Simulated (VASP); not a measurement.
Crystal: CdS.

```
CELL_PARAMETERS angstrom
0.00000 2.75324 2.75324
2.75324 0.00000 2.75324
2.75324 2.75324 0.00000
ATOMIC_POSITIONS crystal
Cd 0.00000 0.00000 0.00000
S 0.50000 0.50000 0.50000
```

| Property | Result |
| --- | --- |
| Program | VASP 6.6.1 |
| Task | relaxation of cell and atoms |
| Functional | PBEsol |
| Potentials or basis | VASP PAW PBE potentials, release 64 (Cd, S) |
| Cutoff | 600 eV |
| k mesh | 5 × 5 × 5 |
| Occupations | gaussian, width 0.01 eV |
| Spin | no spin polarisation |

At the start: pressure -3.9 GPa; volume 20.87 Å³/atom.

Task: Where does the relaxation end?

Result: Over 3 steps the energy falls by 13.6 meV/atom and the volume is 19.81 Å³/atom (-5.1 %); space group Fm-3m (No. 225, to 0.05 Å).

The path:
```
step  energy change (eV)  largest force (eV/Å)  pressure (GPa)  volume (Å³)
   1              0.0000                0.0000           -3.88        41.74
   2             -0.0220                0.0000            1.95        38.76
   3             -0.0271                0.0000            0.00        39.62
```

Final structure:
```cif
data_structure
_symmetry_space_group_name_H-M 'P 1'
_symmetry_Int_Tables_number 1
_cell_length_a 3.8264
_cell_length_b 3.8264
_cell_length_c 3.8264
_cell_angle_alpha 60.000
_cell_angle_beta 60.000
_cell_angle_gamma 60.000
_cell_volume 39.62
loop_
_atom_site_label
_atom_site_type_symbol
_atom_site_fract_x
_atom_site_fract_y
_atom_site_fract_z
_atom_site_occupancy
Cd1 Cd 0.00000 0.00000 0.00000 1
S1 S 0.50000 0.50000 0.50000 1
```

Caveat: the PAW data sets were made with another functional, which shifts forces and pressure a little.
